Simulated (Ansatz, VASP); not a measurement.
# Two plane-wave programs on Hf2Bi3O2

```
CELL_PARAMETERS angstrom
4.44920 0.00000 0.00000
0.00000 4.44920 0.00000
0.00000 0.00000 12.49159
ATOMIC_POSITIONS crystal
Hf 0.50000 0.50000 0.26408
Hf 0.50000 0.50000 0.73592
Bi 0.50000 0.00000 0.00000
Bi 0.00000 0.50000 0.00000
Bi 0.50000 0.50000 0.50000
O 0.50000 0.50000 0.88653
O 0.50000 0.50000 0.11347
```

Alike in both runs: functional PBE; k mesh 4 × 4 × 2; occupations gaussian, width 0.2 eV; no spin polarisation.

Ansatz relaxed the structure, and its values are those at the end. VASP's run is a single point on that final structure, the one shown.

|  | VASP | Ansatz |
| --- | --- | --- |
| version | VASP 6.6.1 | Ansatz 0.2.0 |
| potentials or method | VASP PAW PBE potentials, release 64 (Hf_pv, Bi_d, O), cutoff 600 eV | scalar-relativistic, plane waves, PAW |
| valence electrons in the cell | 77 | 109 |

VASP gave:

```
gap on the k mesh at the Fermi level (eV) : none
pressure (GPa)                            : -0.1
rms of the force components (eV/Å)        : 0.045
```

**Question.** What did Ansatz give for the same quantities?

**Answer.** gap on the k mesh at the Fermi level (eV): none; pressure (GPa): 0.1; rms of the force components (eV/Å): 0.023.

A gap of «none» marks a metal or a gap that the smearing closes. VASP's potentials hold 77 valence electrons a cell and Ansatz's 109, so a difference there can come from the potentials and not from the codes.

Neither program's run includes spin-orbit coupling.
